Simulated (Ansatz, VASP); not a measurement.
## Two plane-wave programs on Sr

```
CELL_PARAMETERS angstrom
5.62465 0.00000 0.00000
-2.81232 4.87109 0.00000
0.00000 0.00000 6.38135
ATOMIC_POSITIONS crystal
Sr 0.22540 0.00000 0.33333
Sr 0.00000 0.22540 0.66667
Sr 0.77460 0.77460 0.00000
```

Alike in both runs: task single point; functional PBEsol; k mesh 6 × 6 × 4; occupations gaussian, width 0.1 eV; no spin polarisation.

```csv
,VASP,Ansatz
version,VASP 6.6.1,Ansatz 0.2.0
potentials or method,"VASP PAW PBE potentials, release 64 (Sr_sv), cutoff 520 eV","scalar-relativistic, plane waves, PAW"
valence electrons in the cell,30,30
```

Ansatz gave:

```
gap on the k mesh at the Fermi level (eV)                     : none
pressure (GPa)                                                : 0.5
traceless stress, the component that is largest in VASP (GPa) : 2.08
rms of the force components (eV/Å)                            : 1.347
```

Question: What did VASP give for the same quantities?

Answer: gap on the k mesh at the Fermi level (eV): none; pressure (GPa): 0.5; traceless stress, the component that is largest in VASP (GPa): 2.10; rms of the force components (eV/Å): 1.354.

VASP's potentials were made for PBE, not for PBEsol. Atom by atom the forces differ by 0.007 eV/Å (rms over components). A gap of «none» marks a metal or a gap that the smearing closes.
